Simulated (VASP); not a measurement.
Write the native input for VASP 6.6.1 that does the following.

- Task: relaxation of cell and atoms
- Functional: PBEsol
- Potentials or basis: VASP PAW PBE potentials, release 64 (K_sv, Li_sv, Br)
- Cutoff: 600 eV
- k mesh: 6 × 6 × 2
- Occupations: fermi-dirac, width 0.03 eV
- Spin: no spin polarisation
- Dipole correction: no
- Further INCAR settings: ALGO = Normal; EDIFF = 1e-06; IBRION = 2; EDIFFG = -0.01; NSW = 100; ISIF = 3

The structure of K2LiBr3 lies in POSCAR:

```
K2LiBr3
1.0
    4.4911349500      0.0000000000      0.0000000000
   -2.2455674800      3.8894369600      0.0000000000
    0.0000000000      0.0000000000     11.1442688700
K Li Br
2 1 3
Direct
    0.3333333300      0.6666666700      0.8271350000
    0.6666666700      0.3333333300      0.1728650000
    0.0000000000      0.0000000000      0.5000000000
    0.3333333300      0.6666666700      0.3480920000
    0.6666666700      0.3333333300      0.6519080000
    0.0000000000      0.0000000000      0.0000000000
```

These files were run (other wordings do the same):

INCAR

```
SYSTEM = K2LiBr3
PREC = Accurate
ENCUT = 600
EDIFF = 1E-6
ISMEAR = -1
SIGMA = 0.03
LREAL = .FALSE.
LASPH = .TRUE.
NELM = 100
ALGO = Normal
ISIF = 3
LWAVE = .FALSE.
LCHARG = .FALSE.
GGA = PS
IBRION = 2
NSW = 100
EDIFFG = -0.01
```

KPOINTS

```
regular mesh
0
G
  6 6 2
  0 0 0
```

Potentials or basis: VASP PAW PBE potentials, release 64 (K_sv, Li_sv, Br).

Command:

```console
$ cat potpaw_PBE.64/K_sv/POTCAR potpaw_PBE.64/Li_sv/POTCAR potpaw_PBE.64/Br/POTCAR > POTCAR
$ mpirun -np 1 vasp_std > vasp.out
```

It gave:

| Item | Value |
| --- | --- |
| Relaxed volume | 29.58 Å³/atom |
| Relaxed cell | a = 4.319 Å, b = 4.319 Å, c = 10.984 Å, α = 90.00°, β = 90.00°, γ = 120.00° |
| Space group after relaxing (to 0.1 Å) | P-3m1 (No. 164) |
| Energy gained by relaxing | 30.4 meV/atom |
| Ionic steps | 11 |
| Pressure after relaxing | 0.0 GPa |
| Largest force after relaxing | 0.009 eV/Å |
| Band gap on the k mesh | 4.27 eV |

Caveat: the cutoff is under 1.25 times the usual one of these potentials, so pressure, stress and relaxed cells hold a basis-set (Pulay) error; the PAW data sets were made with another functional, which shifts forces and pressure a little.

It took 14 min on 1 thread of Oxide Virtual Turin-like Processor, on a shared host, peak memory 0.36 GiB.
